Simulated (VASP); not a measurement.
# BAs (F-43m) in VASP: a series of runs, part 2 of 2

VASP 6.6.1. Earlier steps stand in the parts before.

## (3) Electric field gradients, PBE

INCAR reads:

```
PREC = Accurate ; ENCUT = 520
EDIFF = 1E-8 ; ISMEAR = -1
SIGMA = 0.05 ; LREAL = F
LASPH = T ; NELM = 60
ALGO = Normal ; ISIF = 2
LWAVE = F ; LCHARG = F
GGA = PE ; LEFG = T
NBANDS = 11
```

KPOINTS reads:

```
Automatic mesh
0
Gamma
  13 13 13
```

POSCAR reads:

```
BAs
1.0
    0.0000000000      2.3885000000      2.3885000000
    2.3885000000      0.0000000000      2.3885000000
    2.3885000000      2.3885000000      0.0000000000
B As
1 1
Direct
    0.0000000000      0.0000000000      0.0000000000
    0.7500000000      0.7500000000      0.7500000000
```

Potentials or basis: VASP PAW PBE potentials, release 64 (B, As).

Launch:

```console
cat potpaw_PBE.64/B/POTCAR potpaw_PBE.64/As/POTCAR > POTCAR
mpirun -np 1 vasp_std > vasp.out
```

OUTCAR:

```text
PREC = Accurate
   ENCUT = 520
   EDIFF = 1E-8
   ISMEAR = -1
   LREAL = F
   LASPH = T
   NELM = 60
   ISIF = 2
   GGA = PE

 ion  position               nearest neighbor table
   1  0.000  0.000  0.000-   2 2.07   2 2.07   2 2.07   2 2.07
   2  0.750  0.750  0.750-   1 2.07   1 2.07   1 2.07   1 2.07

  LATTYP: Found a face centered cubic cell.
 ALAT       =     4.7770000000

  Lattice vectors:

 A1 = (   0.0000000000,   2.3885000000,   2.3885000000)
 A2 = (   2.3885000000,   0.0000000000,   2.3885000000)
 A3 = (   2.3885000000,   2.3885000000,   0.0000000000)

Analysis of symmetry for initial positions (statically):
=====================================================================
 Subroutine PRICEL returns:
 Original cell was already a primitive cell.

 Routine SETGRP: Setting up the symmetry group for a
 face centered cubic supercell.

 Subroutine GETGRP returns: Found 24 space group operations
 (whereof 24 operations were pure point group operations)
 out of a pool of 48 trial point group operations.

The static configuration has the point symmetry T_d .

Analysis of symmetry for dynamics (positions and initial velocities):
=====================================================================
 Subroutine PRICEL returns:
 Original cell was already a primitive cell.

 Routine SETGRP: Setting up the symmetry group for a
 face centered cubic supercell.

 Subroutine GETGRP returns: Found 24 space group operations
 (whereof 24 operations were pure point group operations)
[... 480 lines left out ...]
  band No.  band energies     occupation
      1      -6.5372      2.00000
      2      -1.7236      2.00000
      3       2.8423      2.00000
      4       3.5752      2.00000
      5       9.2005      0.00000
      6      11.4749      0.00000
      7      12.4241      0.00000
      8      14.0605      0.00000
      9      17.8571      0.00000
     10      20.2108      0.00000
     11      21.1465      0.00000

 [... further k-points ...]

------------------------ aborting loop because EDIFF is reached ----------------------------------------

  FORCE on cell =-STRESS in cart. coord.  units (eV):
  Direction    XX          YY          ZZ          XY          YZ          ZX
  --------------------------------------------------------------------------------------
  -------------------------------------------------------------------------------------
  Total        0.5837548      0.5837548      0.5837548      0.0000000      0.0000000      0.0000000
  in kB       34.3190555     34.3190555     34.3190555      0.0000000      0.0000000      0.0000000
  external PRESSURE =      34.3190555 kB  Pullay stress =       0.0000000 kB

 VOLUME and BASIS-vectors are now :
 -----------------------------------------------------------------------------
  energy-cutoff  :      520.00
  volume of cell :       27.25
      direct lattice vectors                 reciprocal lattice vectors
     0.000000000  2.388500000  2.388500000    -0.209336404  0.209336404  0.209336404
     2.388500000  0.000000000  2.388500000     0.209336404 -0.209336404  0.209336404
     2.388500000  2.388500000  0.000000000     0.209336404  0.209336404 -0.209336404

 POSITION                                       TOTAL-FORCE (eV/Angst)
 -----------------------------------------------------------------------------------
      0.00000      0.00000      0.00000        -0.000000     -0.000000     -0.000000
      3.58275      3.58275      3.58275         0.000000      0.000000      0.000000
 -----------------------------------------------------------------------------------
    total drift:                                0.000000      0.000000      0.000000

  FREE ENERGIE OF THE ION-ELECTRON SYSTEM (eV)
  ---------------------------------------------------
  free  energy   TOTEN  =       -11.4067714487 eV

  energy  without entropy=      -11.4067714013  energy(sigma->0) =      -11.40677143

 Electric field gradients (V/A^2)
---------------------------------------------------------------------
 ion       V_xx      V_yy      V_zz      V_xy      V_xz      V_yz
---------------------------------------------------------------------
   1      -0.000     0.000    -0.000    -0.000    -0.000    -0.000
   2      -0.000    -0.000     0.000     0.000     0.000     0.000
---------------------------------------------------------------------

 Electric field gradients after diagonalization (V/A^2)
 (convention: |V_zz| > |V_xx| > |V_yy|)
----------------------------------------------------------------------
 ion       V_xx      V_yy      V_zz     asymmetry (V_yy - V_xx)/ V_zz
----------------------------------------------------------------------
   1       0.000     0.000    -0.000       0.000
   2      -0.000    -0.000     0.000       0.000
----------------------------------------------------------------------

           NMR quadrupolar parameters

 Cq : quadrupolar parameter    Cq=e*Q*V_zz/h
 eta: asymmetry parameters     (V_yy - V_xx)/ V_zz
 Q  : nuclear electric quadrupole moment in mb (millibarn)
----------------------------------------------------------------------
 ion       Cq(MHz)       eta       Q (mb)
----------------------------------------------------------------------
   1      -0.000       0.000       1.000
   2       0.000       0.000       1.000
----------------------------------------------------------------------
```

stdout:

```text
POSCAR found type information on POSCAR B As
 POSCAR found :  2 types and       2 ions
 scaLAPACK will be used
 LDA part: xc-table for (Slater+PW92), standard interpolation
 POSCAR, INCAR and KPOINTS ok, starting setup
 FFT: planning ... GRIDC
 FFT: planning ... GRID_SOFT
 FFT: planning ... GRID
 WAVECAR not read
 entering main loop
ion   1

ion   2
```

Run time: 68 s. Hardware: 1 thread of AMD EPYC 7R13, shared host; peak memory 0.14 GiB.

Results:

| Property | Result |
| --- | --- |
| Free energy | -11.4068 eV |
| Pressure | 3.4 GPa |
| Band gap on the k mesh | 1.18 eV, indirect (least direct gap 3.28 eV) |

Caveat: without QUAD_EFG the Cq values of the log hold for a quadrupole moment of 1 mb, not for the nuclei. A hybrid or GW would open this gap; PBE tends to underestimate it.

## (4) Electric field gradients, PBE (volume scaled by 0.98)

INCAR reads:

```
SYSTEM = BAs
ALGO = Normal
EDIFF = 1E-8
ENCUT = 520
GGA = PE
ISIF = 2
ISMEAR = -1
LASPH = .TRUE.
LCHARG = .FALSE.
LEFG = .TRUE.
LREAL = .FALSE.
LWAVE = .FALSE.
NBANDS = 11
NELM = 80
PREC = Accurate
SIGMA = 0.05
```

KPOINTS reads:

```
k-points
0
G
  13 13 13
  0 0 0
```

POSCAR reads:

```
BAs
1.0
    0.0000000000      2.3724693156      2.3724693156
    2.3724693156      0.0000000000      2.3724693156
    2.3724693156      2.3724693156      0.0000000000
B As
1 1
Direct
    0.0000000000      0.0000000000      0.0000000000
    0.7500000000      0.7500000000      0.7500000000
```

Potentials or basis: VASP PAW PBE potentials, release 64 (B, As).

Launch:

```console
cat potpaw_PBE.64/B/POTCAR potpaw_PBE.64/As/POTCAR > POTCAR
mpirun -np 1 vasp_std > vasp.out
```

OUTCAR:

```text
SYSTEM = BAs
   EDIFF = 1E-8
   ENCUT = 520
   GGA = PE
   ISIF = 2
   ISMEAR = -1
   LASPH = .TRUE.
   LREAL = .FALSE.
   NELM = 80
   PREC = Accurate

 ion  position               nearest neighbor table
   1  0.000  0.000  0.000-   2 2.05   2 2.05   2 2.05   2 2.05
   2  0.750  0.750  0.750-   1 2.05   1 2.05   1 2.05   1 2.05

  LATTYP: Found a face centered cubic cell.
 ALAT       =     4.7449386312

  Lattice vectors:

 A1 = (   0.0000000000,   2.3724693156,   2.3724693156)
 A2 = (   2.3724693156,   0.0000000000,   2.3724693156)
[... 548 lines left out ...]
  ---------------------------------------------------
  free  energy   TOTEN  =       -11.3898410415 eV

  energy  without entropy=      -11.3898409847  energy(sigma->0) =      -11.38984101

 Electric field gradients (V/A^2)
---------------------------------------------------------------------
 ion       V_xx      V_yy      V_zz      V_xy      V_xz      V_yz
---------------------------------------------------------------------
   1      -0.000     0.000     0.000    -0.000    -0.000    -0.000
   2      -0.000    -0.000    -0.000     0.000     0.000     0.000
---------------------------------------------------------------------

 Electric field gradients after diagonalization (V/A^2)
 (convention: |V_zz| > |V_xx| > |V_yy|)
----------------------------------------------------------------------
 ion       V_xx      V_yy      V_zz     asymmetry (V_yy - V_xx)/ V_zz
----------------------------------------------------------------------
   1       0.000     0.000    -0.000       0.000
   2      -0.000    -0.000     0.000       0.000
----------------------------------------------------------------------

           NMR quadrupolar parameters

 Cq : quadrupolar parameter    Cq=e*Q*V_zz/h
 eta: asymmetry parameters     (V_yy - V_xx)/ V_zz
 Q  : nuclear electric quadrupole moment in mb (millibarn)
----------------------------------------------------------------------
 ion       Cq(MHz)       eta       Q (mb)
----------------------------------------------------------------------
   1      -0.000       0.000       1.000
   2       0.000       0.000       1.000
----------------------------------------------------------------------
```

OSZICAR:

```text
N       E                     dE             d eps       ncg     rms          rms(c)
DAV:   1     0.119647836864E+02    0.11965E+02   -0.38362E+03  1848   0.649E+02
DAV:   2    -0.114078010959E+02   -0.23373E+02   -0.22345E+02  2523   0.104E+02
DAV:   3    -0.120675005444E+02   -0.65970E+00   -0.65823E+00  2300   0.164E+01
DAV:   4    -0.120690915552E+02   -0.15910E-02   -0.15909E-02  2030   0.930E-01
DAV:   5    -0.120690939826E+02   -0.24273E-05   -0.24273E-05  2226   0.380E-02    0.508E+00
DAV:   6    -0.114610296863E+02    0.60806E+00   -0.16428E+00  1971   0.527E+00    0.247E+00
DAV:   7    -0.113964549555E+02    0.64575E-01   -0.20983E-01  2181   0.224E+00    0.100E+00
DAV:   8    -0.113893789556E+02    0.70760E-02   -0.20676E-02  2082   0.822E-01    0.100E-01
DAV:   9    -0.113896818360E+02   -0.30288E-03   -0.75011E-04  2123   0.161E-01    0.608E-02
DAV:  10    -0.113898351107E+02   -0.15327E-03   -0.18899E-04  1991   0.841E-02    0.124E-02
DAV:  11    -0.113898408292E+02   -0.57185E-05   -0.52035E-06  2260   0.154E-02    0.110E-02
DAV:  12    -0.113898408658E+02   -0.36628E-07   -0.26149E-06  1977   0.882E-03    0.386E-03
DAV:  13    -0.113898409227E+02   -0.56883E-07   -0.85994E-08  2249   0.188E-03    0.117E-03
DAV:  14    -0.113898410355E+02   -0.11280E-06   -0.12205E-08  1926   0.740E-04    0.129E-04
DAV:  15    -0.113898410415E+02   -0.59931E-08   -0.26393E-10   945   0.121E-04
   1 F= -.11389841E+02 E0= -.11389841E+02  d E =-.568346E-07
```

stdout:

```text
POSCAR found type information on POSCAR B As
 POSCAR found :  2 types and       2 ions
 scaLAPACK will be used
 LDA part: xc-table for (Slater+PW92), standard interpolation
 POSCAR, INCAR and KPOINTS ok, starting setup
 FFT: planning ... GRIDC
 FFT: planning ... GRID_SOFT
 FFT: planning ... GRID
 WAVECAR not read
 entering main loop
ion   1

ion   2
```

Wall time 57 s (1 thread of AMD EPYC 7R13, shared host); peak memory 0.14 GiB.

What came out:

```
Free energy            : -11.3898 eV
Pressure               : 6.5 GPa
Band gap on the k mesh : 1.16 eV, indirect (least direct gap 3.30 eV)
```

Levels at points of the mesh, in eV from the valence-band top:
```csv
k point,band 2,band 3,band 4,band 5,band 6,band 7
"(0.00, 0.00, 0.00)",0.00,0.00,0.00,3.30,3.30,3.30
```

Caveat: without QUAD_EFG the Cq values of the log hold for a quadrupole moment of 1 mb, not for the nuclei.
